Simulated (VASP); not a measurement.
Wanted: the native input for a VASP 6.6.1 run.

| Property | Result |
| --- | --- |
| Task | electric field gradients |
| Functional | LDA |
| Potentials or basis | VASP PAW LDA potentials, release 64 (Y_sv, S) |
| Cutoff | 520 eV |
| k mesh | 8 × 8 × 8 |
| Occupations | fermi-dirac, width 0.01 eV |
| Spin | no spin polarisation |
| Dipole correction | no |
| Further INCAR settings | ALGO = Normal; EDIFF = 1e-08; NBANDS = 16 |

The structure of YS lies in POSCAR:

```
YS
1.0
    0.0000000000      2.7436500000      2.6887770000
    2.7436500000      0.0000000000      2.6887770000
    2.7436500000      2.7436500000      0.0000000000
Y S
1 1
Direct
    0.5000000000      0.5000000000      0.5000000000
    0.0000000000      0.0000000000      0.0000000000
```

This cell differs from its parent crystal: zz strain of -2 %.

One way to write it, as run:

INCAR

```
SYSTEM = YS
  PREC = Accurate
  ENCUT = 520
  EDIFF = 1E-8
  ISMEAR = -1
  SIGMA = 0.01
  LREAL = .FALSE.
  LASPH = .TRUE.
  NELM = 60
  ALGO = Normal
  ISIF = 2
  LWAVE = .FALSE.
  LCHARG = .FALSE.
  GGA = CA
  LEFG = .TRUE.
  NBANDS = 16
```

KPOINTS

```
Automatic mesh
0
G
  8 8 8
  0 0 0
```

Potentials or basis: VASP PAW LDA potentials, release 64 (Y_sv, S).

The run is started by

```console
$ cat potpaw_LDA.64/Y_sv/POTCAR potpaw_LDA.64/S/POTCAR > POTCAR
$ mpirun -np 1 vasp_std > vasp.out
```

It gave:

* Pressure: -1.7 GPa
* Band gap on the k mesh: zero (an odd number of electrons rules out a gap without spin polarisation)
* Largest electric field gradient by atom: Y -22.0; S -9.7 V/Å²

Caveat: the cell differs from its parent crystal (zz strain of -2 %); without QUAD_EFG the Cq values of the log hold for a quadrupole moment of 1 mb, not for the nuclei.

Wall time 76 s on 1 thread of Intel Xeon 8259CL (shared host), peak memory 0.19 GiB.
